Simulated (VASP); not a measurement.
# BN (P-6m2) in VASP: further runs

BN is run at these levels: PBE+D3(BJ); tasks: single point.

Everything below comes from runs of VASP 6.6.1. Logs are shortened: lines on timing, memory, paths and dates and some standing lists are left out, and cuts for length are marked.

## Step 1: The cell of the first run

The structure is hexagonal, space group P-6m2 (No. 187). Conventional cell: a = 2.497 Å, b = 2.497 Å, c = 6.049 Å, α = 90.00°, β = 90.00°, γ = 120.00°. B (site symmetry -6m2) has 3 N at 1.44 Å within 1.9 Å. B (site symmetry -6m2) has 3 N at 1.44 Å within 1.9 Å. Within 1.9 Å of N (site symmetry -6m2) lie 3 B at 1.44 Å. N (site symmetry -6m2) has 3 B at 1.44 Å within 1.9 Å.

## Step 2: Single point, PBE+D3(BJ) (volume scaled by 0.91, then relaxed in part)

File INCAR:

```
SYSTEM = BN
PREC     = Accurate       ! precision mode
ENCUT    = 520            ! plane-wave cutoff, eV
EDIFF    = 1E-7           ! SCF threshold, eV
ISMEAR   = 0              ! smearing method
SIGMA    = 0.02           ! smearing width, eV
LREAL    = .False.        ! projectors in reciprocal space
LASPH    = .True.         ! aspherical terms in the spheres
NELM     = 100            ! most SCF steps
ALGO     = Normal         ! electronic algorithm
ISIF     = 2              ! what is computed and relaxed
LWAVE    = .False.        ! write WAVECAR
LCHARG   = .False.        ! write CHGCAR
GGA      = PE             ! functional
IVDW     = 12             ! dispersion correction
NBANDS   = 16             ! bands
```

File KPOINTS:

```
regular mesh
0
Gamma
  12 12 4
  0 0 0
```

File POSCAR:

```
BN
1.0
    2.4966867087      0.0000000000      0.0000000000
   -1.2483433544      2.1621941151      0.0000000000
    0.0000000000      0.0000000000      6.0490631230
B N
2 2
Direct
    0.0000000000      0.0000000000      0.5000000000
    0.3333333333      0.6666666667      0.0000000000
    0.0000000000      0.0000000000      0.0000000000
    0.6666666667      0.3333333333      0.5000000000
```

Potentials or basis: VASP PAW PBE potentials, release 64 (B, N).

The run is started by

```
$ cat potpaw_PBE.64/B/POTCAR potpaw_PBE.64/N/POTCAR > POTCAR
$ mpirun -np 1 vasp_std > vasp.out
```

OUTCAR:

```text
SYSTEM = BN
   PREC = Accurate
   ENCUT = 520
   EDIFF = 1E-7
   ISMEAR = 0
   LREAL = .False.
   LASPH = .True.
   NELM = 100
   ISIF = 2
   GGA = PE
   IVDW = 12
 IVDW          = 12

 ion  position               nearest neighbor table
   1  0.000  0.000  0.500-   4 1.44   4 1.44   4 1.44
   2  0.333  0.667  0.000-   3 1.44   3 1.44   3 1.44
   3  0.000  0.000  0.000-   2 1.44   2 1.44   2 1.44
   4  0.667  0.333  0.500-   1 1.44   1 1.44   1 1.44

  LATTYP: Found a hexagonal cell.
 ALAT       =     2.4966867087
 C/A-ratio  =     2.4228362741

  Lattice vectors:

 A1 = (   2.4966867087,   0.0000000000,   0.0000000000)
 A2 = (  -1.2483433544,   2.1621941151,   0.0000000000)
 A3 = (   0.0000000000,   0.0000000000,   6.0490631230)

Analysis of symmetry for initial positions (statically):
=====================================================================
 Subroutine PRICEL returns:
 Original cell was already a primitive cell.

 Routine SETGRP: Setting up the symmetry group for a
 hexagonal supercell.

 Subroutine GETGRP returns: Found 12 space group operations
 (whereof 12 operations were pure point group operations)
 out of a pool of 24 trial point group operations.

The static configuration has the point symmetry D_3h.

Analysis of symmetry for dynamics (positions and initial velocities):
=====================================================================
 Subroutine PRICEL returns:
 Original cell was already a primitive cell.

 Routine SETGRP: Setting up the symmetry group for a
 hexagonal supercell.

 Subroutine GETGRP returns: Found 12 space group operations
 (whereof 12 operations were pure point group operations)
 out of a pool of 24 trial point group operations.

The dynamic configuration has the point symmetry D_3h.

 Subroutine INISYM returns: Found 12 space group operations
 (whereof 12 operations are pure point group operations),
 and found     1 'primitive' translations

----------------------------------------------------------------------------------------

                                     Primitive cell

  volume of cell :      32.6548

  direct lattice vectors                    reciprocal lattice vectors
     2.496686709  0.000000000  0.000000000     0.400530830  0.231246583  0.000000000
    -1.248343354  2.162194115  0.000000000     0.000000000  0.462493165  0.000000000
     0.000000000  0.000000000  6.049063123     0.000000000  0.000000000  0.165314856

  length of vectors
     2.496686709  2.496686709  6.049063123     0.462493165  0.462493165  0.165314856

  position of ions in fractional coordinates (direct lattice)
     0.000000000  0.000000000  0.500000000
     0.333333333  0.666666667  0.000000000
     0.000000000  0.000000000  0.000000000
     0.666666667  0.333333333  0.500000000

  ion indices of the primitive-cell ions
   primitive index   ion index
                 1           1
                 2           2
                 3           3
                 4           4

----------------------------------------------------------------------------------------

 KPOINTS: regular mesh

Automatic generation of k-mesh.
 Grid dimensions read from file:
 generate k-points for:   12   12    4

 Generating k-lattice:

  Cartesian coordinates                     Fractional coordinates (reciprocal lattice)
     0.033377569  0.019270549  0.000000000     0.083333333  0.000000000  0.000000000
     0.000000000  0.038541097  0.000000000     0.000000000  0.083333333  0.000000000
     0.000000000  0.000000000  0.041328714     0.000000000  0.000000000  0.250000000

  Length of vectors
     0.038541097  0.038541097  0.041328714

  Shift w.r.t. Gamma in fractional coordinates (k-lattice)
     0.000000000  0.000000000  0.000000000

 Subroutine IBZKPT returns following result:
 ===========================================

 Found     57 irreducible k-points:

 Following reciprocal coordinates:
            Coordinates               Weight
  0.000000  0.000000  0.000000      1.000000
  0.083333 -0.000000  0.000000      6.000000
  0.166667  0.000000  0.000000      6.000000
  0.250000 -0.000000  0.000000      6.000000
  0.333333  0.000000  0.000000      6.000000
  0.416667  0.000000  0.000000      6.000000
[... 16 lines left out ...]
  0.250000 -0.000000  0.250000     12.000000
  0.333333  0.000000  0.250000     12.000000
 [... further k-points ...]
   k-points           NKPTS =     57   k-points in BZ     NKDIM =     57   number of bands    NBANDS=     16
   number of dos      NEDOS =    301   number of ions     NIONS =      4
   total plane-waves  NPLWV =  19200
   dimension x,y,z NGX =    20 NGY =   20 NGZ =   48
   dimension x,y,z NGXF=    40 NGYF=   40 NGZF=   96
   ions per type =               2   2
   NGX,Y,Z   is equivalent  to a cutoff of  13.32, 13.32, 13.19 a.u.
   NGXF,Y,Z  is equivalent  to a cutoff of  26.63, 26.63, 26.38 a.u.
 SYSTEM =  BN
   PREC   = accura    normal or accurate (medium, high low for compatibility)
   ISTART =      0    job   : 0-new  1-cont  2-samecut
   ICHARG =      2    charge: 1-file 2-atom 10-const
   ISPIN  =      1    spin polarized calculation?
   LNONCOLLINEAR =      F non collinear calculations
   LSORBIT =      F    spin-orbit coupling
   LASPH  =      T    aspherical Exc in radial PAW
   ENCUT  =  520.0 eV  38.22 Ry    6.18 a.u.   4.64  4.64 11.25*2*pi/ulx,y,z
   NELM   =    100;   NELMIN=  2; NELMDL= -5     # of ELM steps
   EDIFF  = 0.1E-06   stopping-criterion for ELM
   LREAL  =      F    real-space projection
   EDIFFG = 0.1E-05   stopping-criterion for IOM
   NSW    =      0    number of steps for IOM
   IBRION =     -1    ionic relax: 0-MD 1-quasi-New 2-CG
   NFREE  =      0    steps in history (QN), initial steepest desc. (CG)
   ISIF   =      2    stress and relaxation
   ISYM   =      2    0-nonsym 1-usesym 2-fastsym
   POTIM  = 0.5000    time-step for ionic-motion
   TEBEG  =    0.0;   TEEND  =   0.0 temperature during run
   PSTRESS=    0.0 pullay stress
   NELECT =      16.0000    total number of electrons
   NUPDOWN=      -1.0000    fix difference up-down
   EMIN   =  10.00;   EMAX   =-10.00  energy-range for DOS
   EFERMI =   0.00;   METHOD = LEGACY
   ISMEAR =     0;   SIGMA  =   0.02  broadening in eV -4-tet -1-fermi 0-gaus
   EFERMI_NEDOS =   21; number of points for ismear=-14 and -15
   IALGO  =     38    algorithm
   IMIX   =      4    mixing-type and parameters
     AMIX     =   0.40;   BMIX     =  1.00
     AMIX_MAG =   1.60;   BMIX_MAG =  1.00
  volume/ion in A,a.u.               =       8.16        55.09
  Fermi-wavevector in a.u.,A,eV,Ry     =   1.290622  2.438923 22.663310  1.665706
  Thomas-Fermi vector in A             =   2.422443
   LORBIT       =      0    0 simple, 1 ext, 2 COOP (PROOUT), +10 PAW based schemes
   GGA     = PE    functional components
   LHFCALC =     F    Hartree Fock is set to
   AEXX    =    0.0000 exact exchange contribution
   IVDW    =    12    specifies the selected vdW correction
   LEPSILON=     F    determine dielectric tensor
   LRPA    =     F    only Hartree local field effects (RPA)
 non-spin polarized calculation
 Gauss-broadening in eV      SIGMA  =   0.02
  energy-cutoff  :      520.00
  volume of cell :       32.65
 maximum number of plane-waves:       894
 NGX is ok and might be reduce to    20
   NGX =  9   NGY =  9   NGZ = 23

 number of electron      16.0000003 magnetization

 Free energy of the ion-electron system (eV)
  ---------------------------------------------------
  ext. energy  EPLUGINS =         0.00000000
  ---------------------------------------------------
  free energy    TOTEN  =       -35.04742555 eV

  energy without entropy =      -35.04742555  energy(sigma->0) =      -35.04742555

 E-fermi :   3.3684     XC(G=0): -10.7194

 val. band max:        3.2008195678   @ k =   0.3333   0.3333   0.5000
 cond. band min:       7.4513181335   @ k =   0.3333   0.3333   0.0000
 fundamental gap:      4.2504985657
 Fermi energy:         3.3683759050

 k-point     1 :       0.0000    0.0000    0.0000
  band No.  band energies     occupation
      1     -14.9093      2.00000
      2     -14.3065      2.00000
      3      -3.6164      2.00000
      4      -0.4020      2.00000
      5       1.6949      2.00000
      6       1.6949      2.00000
[... 8 lines left out ...]
     15      15.9600      0.00000
     16      16.4720      0.00000

 k-point     2 :       0.0833   -0.0000    0.0000
  band No.  band energies     occupation
      1     -14.7710      2.00000
      2     -14.1757      2.00000
      3      -3.4258      2.00000
      4      -0.2411      2.00000
      5       1.1306      2.00000
      6       1.3488      2.00000
[... 8 lines left out ...]
     15      15.9489      0.00000
     16      16.4285      0.00000

 k-point     3 :       0.1667    0.0000    0.0000
  band No.  band energies     occupation
      1     -14.3627      2.00000
      2     -13.7910      2.00000
      3      -2.8599      2.00000
      4      -0.2989      2.00000
      5      -0.0627      2.00000
      6       0.2293      2.00000
[... 8 lines left out ...]
     15      17.1236      0.00000
     16      17.5581      0.00000

 k-point     4 :       0.2500   -0.0000    0.0000
  band No.  band energies     occupation
      1     -13.7106      2.00000
      2     -13.1806      2.00000
      3      -2.1161      2.00000
      4      -1.9398      2.00000
      5      -1.8449      2.00000
      6       0.0493      2.00000
[... 8 lines left out ...]
     15      19.1735      0.00000
     16      19.4192      0.00000
[... 324 lines left out ...]
 k-point    22 :       0.1667    0.0000    0.2500
  band No.  band energies     occupation
      1     -14.2975      2.00000
      2     -13.8706      2.00000
      3      -2.4963      2.00000
      4      -0.4542      2.00000
      5      -0.2322      2.00000
      6      -0.0018      2.00000
[... 8 lines left out ...]
     15      17.0039      0.00000
     16      17.1070      0.00000

 k-point    23 :       0.2500   -0.0000    0.2500
  band No.  band energies     occupation
      1     -13.6515      2.00000
      2     -13.2516      2.00000
      3      -2.1307      2.00000
      4      -1.9186      2.00000
      5      -1.5098      2.00000
      6       0.0573      2.00000
[... 8 lines left out ...]
     15      19.1828      0.00000
     16      19.3995      0.00000

 k-point    24 :       0.3333    0.0000    0.2500
  band No.  band energies     occupation
      1     -12.8312      2.00000
      2     -12.4741      2.00000
      3      -3.9118      2.00000
      4      -3.6582      2.00000
      5      -0.5760      2.00000
      6      -0.3812      2.00000
[... 8 lines left out ...]
     15      20.4752      0.00000
     16      21.7344      0.00000

 [... further k-points ...]

------------------------ aborting loop because EDIFF is reached ----------------------------------------

 Edisp (eV)   -0.63508

 E8    (eV) :    -0.1880

  FORCE on cell =-STRESS in cart. coord.  units (eV):
  Direction    XX          YY          ZZ          XY          YZ          ZX
  --------------------------------------------------------------------------------------
  -------------------------------------------------------------------------------------
  Total       0.89949     0.89949     0.82369    -0.00000    -0.00000     0.00000
  in kB      44.13272    44.13272    40.41364    -0.00000    -0.00000     0.00000
  external pressure =       42.89 kB  Pullay stress =        0.00 kB

 VOLUME and BASIS-vectors are now :
 -----------------------------------------------------------------------------
  energy-cutoff  :      520.00
  volume of cell :       32.65
      direct lattice vectors                 reciprocal lattice vectors
     2.496686709  0.000000000  0.000000000     0.400530830  0.231246583  0.000000000
    -1.248343354  2.162194115  0.000000000     0.000000000  0.462493165  0.000000000
     0.000000000  0.000000000  6.049063123     0.000000000  0.000000000  0.165314856

 POSITION                                       TOTAL-FORCE (eV/Angst)
 -----------------------------------------------------------------------------------
      0.00000      0.00000      3.02453         0.000000     -0.000000      0.000000
     -0.00000      1.44146      0.00000        -0.000000      0.000000      0.000000
      0.00000      0.00000      0.00000         0.000000      0.000000      0.000000
      1.24834      0.72073      3.02453         0.000000      0.000000      0.000000
 -----------------------------------------------------------------------------------
    total drift:                               -0.000000      0.000000      0.000000

  FREE ENERGIE OF THE ION-ELECTRON SYSTEM (eV)
  ---------------------------------------------------
  free  energy   TOTEN  =       -35.6825044489 eV

  energy  without entropy=      -35.6825044489  energy(sigma->0) =      -35.68250445
```

Wall time 14 s (1 thread of Intel Xeon 6975P-C (Granite Rapids), shared host); peak memory 0.17 GiB.

What came out:

```yaml
Free_energy: -35.6825 eV
Pressure: 4.3 GPa
Band_gap_on_the_k_mesh: 4.25 eV, indirect (least direct gap 4.32 eV)
Dispersion_energy_per_atom: -0.159 eV
```

Stress tensor (GPa, compression positive):
```
4.41 0.00 0.00
0.00 4.41 0.00
0.00 0.00 4.04
```

Levels at points of the mesh, in eV from the valence-band top:
| k point | band 4 | band 5 | band 6 | band 7 | band 8 | band 9 | band 10 | band 11 | band 12 | band 13 |
| --- | --- | --- | --- | --- | --- | --- | --- | --- | --- | --- |
| (0.00, 0.00, 0.00) | -3.60 | -1.51 | -1.51 | -1.29 | -1.29 | 5.85 | 11.18 | 11.46 | 11.46 | 11.70 |
| (0.50, 0.00, 0.00) | -8.84 | -4.35 | -4.10 | -1.66 | -0.68 | 4.32 | 5.87 | 9.56 | 9.87 | 13.22 |
| (0.00, 0.00, 0.50) | -5.33 | -1.50 | -1.50 | -1.29 | -1.29 | 8.65 | 8.72 | 11.49 | 11.49 | 11.67 |
| (0.50, 0.00, 0.50) | -8.94 | -4.32 | -4.12 | -1.12 | -0.93 | 4.52 | 4.66 | 9.86 | 10.13 | 14.16 |

 A k mesh can miss the band edges.

## Step 3: Single point, PBE+D3(BJ) (volume scaled by 0.94, then relaxed in part)

File INCAR:

```
ALGO = Normal ; EDIFF = 1E-6
ENCUT = 520 ; GGA = PE
ISIF = 2 ; ISMEAR = 0
IVDW = 12 ; LASPH = True
LCHARG = False ; LREAL = False
LWAVE = False ; NBANDS = 16
NELM = 80 ; PREC = Accurate
SIGMA = 0.02
```

File KPOINTS:

```
k-points
0
Gamma
  12 12 4
```

File POSCAR:

```
BN
1.0
    2.5006352415      0.0000000000      0.0000000000
   -1.2503176207      2.1656136447      0.0000000000
    0.0000000000      0.0000000000      6.2287655088
B N
2 2
Direct
    0.0000000000      0.0000000000      0.5000000000
    0.3333333333      0.6666666667      0.0000000000
    0.0000000000      0.0000000000      0.0000000000
    0.6666666667      0.3333333333      0.5000000000
```

Potentials or basis: VASP PAW PBE potentials, release 64 (B, N).

The run is started by

```
$ cat potpaw_PBE.64/B/POTCAR potpaw_PBE.64/N/POTCAR > POTCAR
$ mpirun -np 1 vasp_std > vasp.out
```

Run time: 13 s. Hardware: 1 thread of Intel Xeon 6975P-C (Granite Rapids), shared host; peak memory 0.16 GiB.

Results (log left out):

* Free energy: -35.7046 eV
* Pressure: 2.4 GPa
* Band gap on the k mesh: 4.32 eV, indirect (least direct gap 4.37 eV)
* Dispersion energy per atom: -0.153 eV

Stress tensor (GPa, compression positive):
```
2.52 0.00 0.00
0.00 2.52 0.00
0.00 0.00 2.20
```

Levels at points of the mesh, in eV from the valence-band top:
| k point | band 5 | band 6 | band 7 | band 8 | band 9 | band 10 | band 11 | band 12 |
| --- | --- | --- | --- | --- | --- | --- | --- | --- |
| (0.00, 0.00, 0.00) | -1.48 | -1.48 | -1.30 | -1.30 | 5.61 | 10.88 | 11.46 | 11.46 |
| (0.50, 0.00, 0.00) | -4.30 | -4.10 | -1.54 | -0.68 | 4.32 | 5.73 | 9.58 | 9.79 |
| (0.00, 0.00, 0.50) | -1.48 | -1.48 | -1.30 | -1.30 | 8.27 | 8.33 | 11.48 | 11.48 |
| (0.50, 0.00, 0.50) | -4.28 | -4.12 | -1.08 | -0.92 | 4.56 | 4.67 | 9.83 | 10.04 |

 A k mesh can miss the band edges.

(Continued in part 2 of 2.)
